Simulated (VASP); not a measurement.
Here is a VASP 6.6.1 calculation.

Contents of INCAR:

```
SYSTEM = Si5O
ALGO     = Normal         ! electronic algorithm
EDIFF    = 1E-6           ! SCF threshold, eV
EDIFFG   = -0.01          ! ionic threshold
ENCUT    = 600            ! plane-wave cutoff, eV
GGA      = PE             ! functional
IBRION   = 2              ! ionic algorithm
ISIF     = 3              ! what is computed and relaxed
ISMEAR   = 0              ! smearing method
LASPH    = .TRUE.         ! aspherical terms in the spheres
LCHARG   = .FALSE.        ! write CHGCAR
LREAL    = .FALSE.        ! projectors in reciprocal space
LWAVE    = .FALSE.        ! write WAVECAR
NELM     = 100            ! most SCF steps
NSW      = 100            ! ionic steps
PREC     = Accurate       ! precision mode
SIGMA    = 0.1            ! smearing width, eV
```

KPOINTS

```
k-points
0
G
  10 10 10
  0 0 0
```

The input POSCAR:

```
Si5O
1.0
    0.0000000000      3.5154514423      3.5154514423
    3.5154514423      0.0000000000      3.5154514423
    3.5154514423      3.5154514423      0.0000000000
Si O
5 1
Direct
    0.7500000000      0.7500000000      0.7500000000
    0.3742571178      0.3742571178      0.8772286466
    0.3742571178      0.8772286466      0.3742571178
    0.3742571178      0.3742571178      0.3742571178
    0.8772286466      0.3742571178      0.3742571178
    0.0000000000      0.0000000000      0.0000000000
```

Potentials or basis: VASP PAW PBE potentials, release 64 (Si, O).

Command:

```bash
$ cat potpaw_PBE.64/Si/POTCAR potpaw_PBE.64/O/POTCAR > POTCAR
$ mpirun -np 1 vasp_std > vasp.out
```

(1) Predict the space group after relaxing (to 0.05 Å).

(2) Predict the relaxed cell.

(3) Estimate the relaxed volume.

(4) What does it give for the band gap on the k mesh?

## Answers

(1) F-43m (No. 216).

(2) a = 4.970 Å, b = 4.970 Å, c = 4.970 Å, α = 60.00°, β = 60.00°, γ = 60.00°.

(3) 14.47 Å³/atom.

(4) zero (band 13 reaches 8.53 eV, above the bottom of band 14 at 6.48 eV).
